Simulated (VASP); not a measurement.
Here is a VASP 6.6.1 calculation.

INCAR

```
SYSTEM = AgCl
ALGO = Normal
EDIFF = 1E-6
ENCUT = 520
GGA = PS
ISIF = 2
ISMEAR = 0
LASPH = .TRUE.
LCHARG = .FALSE.
LREAL = .FALSE.
LWAVE = .FALSE.
NBANDS = 16
NELM = 60
PREC = Accurate
SIGMA = 0.05
```

The input KPOINTS:

```
k-points
0
G
  12 12 12
  0 0 0
```

The input POSCAR:

```
AgCl
1.0
    3.3628765156     -0.0885875784     -0.0885875784
   -0.0885875784      3.3628765156     -0.0885875784
   -0.0885875784     -0.0885875784      3.3628765156
Ag Cl
1 1
Direct
    0.0000000000      0.0000000000      0.0000000000
    0.5000000000      0.5000000000      0.5000000000
```

Potentials or basis: VASP PAW PBE potentials, release 64 (Ag, Cl).

The run is started by

```sh
$ cat potpaw_PBE.64/Ag/POTCAR potpaw_PBE.64/Cl/POTCAR > POTCAR
$ mpirun -np 1 vasp_std > vasp.out
```

(1) What does it give for the pressure?

(2) Predict the band gap on the k mesh.

Results:

(1) -1.4 GPa.

(2) 0.29 eV, indirect (least direct gap 2.10 eV).

Caveat: the PAW data sets were made with another functional, which shifts forces and pressure a little.
